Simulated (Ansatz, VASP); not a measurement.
**Ta in VASP and in Ansatz**

```
CELL_PARAMETERS angstrom
-1.64070 1.64070 1.64070
1.64070 -1.64070 1.64070
1.64070 1.64070 -1.64070
ATOMIC_POSITIONS crystal
Ta 0.00000 0.00000 0.00000
```

Alike in both runs: functional PBEsol; k mesh 54 × 54 × 54; occupations gaussian, width 0.1 eV; no spin polarisation.

Ansatz relaxed the structure, and its values are those at the end. VASP's run is a single point on that final structure, the one shown.

```csv
,VASP,Ansatz
version,VASP 6.6.1,Ansatz 0.2.0
potentials or method,"VASP PAW PBE potentials, release 64 (Ta_pv)","scalar-relativistic, plane waves, PAW"
plane-wave cutoff (eV),520,420
valence electrons in the cell,11,13
```

|  | VASP | Ansatz | Ansatz less VASP |
| --- | --- | --- | --- |
| gap on the k mesh at the Fermi level (eV) | none | none | - |
| pressure (GPa) | 0.2 | 0.0 | -0.22 |

VASP's potentials were made for PBE, not for PBEsol. A gap of «none» marks a metal or a gap that the smearing closes. VASP's potentials hold 11 valence electrons a cell and Ansatz's 13, so a difference there can come from the potentials and not from the codes.

Neither program's run includes spin-orbit coupling.
